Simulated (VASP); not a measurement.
Input of a VASP 6.6.1 run:

INCAR

```
ALGO     = Fast           # electronic algorithm
EDIFF    = 1E-7           # SCF threshold, eV
ENCUT    = 520            # plane-wave cutoff, eV
GGA      = PE             # functional
ISIF     = 2              # what is computed and relaxed
ISMEAR   = 0              # smearing method
ISPIN    = 2              # spin polarisation
LASPH    = T              # aspherical terms in the spheres
LCHARG   = F              # write CHGCAR
LMAXMIX  = 4              # l up to which the mixer works
LORBIT   = 11             # projections on sites
LREAL    = F              # projectors in reciprocal space
LWAVE    = F              # write WAVECAR
MAGMOM   = 0 -4 4         # initial moments
NBANDS   = 28             # bands
NELM     = 150            # most SCF steps
PREC     = Accurate       # precision mode
SIGMA    = 0.1            # smearing width, eV
```

Contents of KPOINTS:

```
k-points
0
Gamma
  6 6 2
```

Contents of POSCAR:

```
CsMn2
1.0
    4.2118735425     -0.0000000028      0.0000000000
   -2.1059367688      3.6475894868      0.0000000000
    0.0000000000      0.0000000000      6.3345729384
Cs Mn
1 2
Direct
    0.0000000000      0.0000000000      0.5000349184
    0.3333333333      0.6666666667      0.9988218892
    0.6666666667      0.3333333333      0.0011431923
```

Potentials or basis: VASP PAW PBE potentials, release 64 (Cs_sv, Mn_pv).

The run is started by

```console
$ cat potpaw_PBE.64/Cs_sv/POTCAR potpaw_PBE.64/Mn_pv/POTCAR > POTCAR
$ mpirun -np 1 vasp_std > vasp.out
```

(1) What does it give for the site moments?

(2) Estimate the pressure.

(3) What does it give for the net moment?

## Answers

(1) Cs +0.00; Mn -3.54, +3.54 μB.

(2) 0.0 GPa.

(3) 0.00 μB per cell.

Caveat: the k points lie up to 0.50 Å⁻¹ apart; the antiferromagnetic order is the one typed at the start, and another may lie lower.
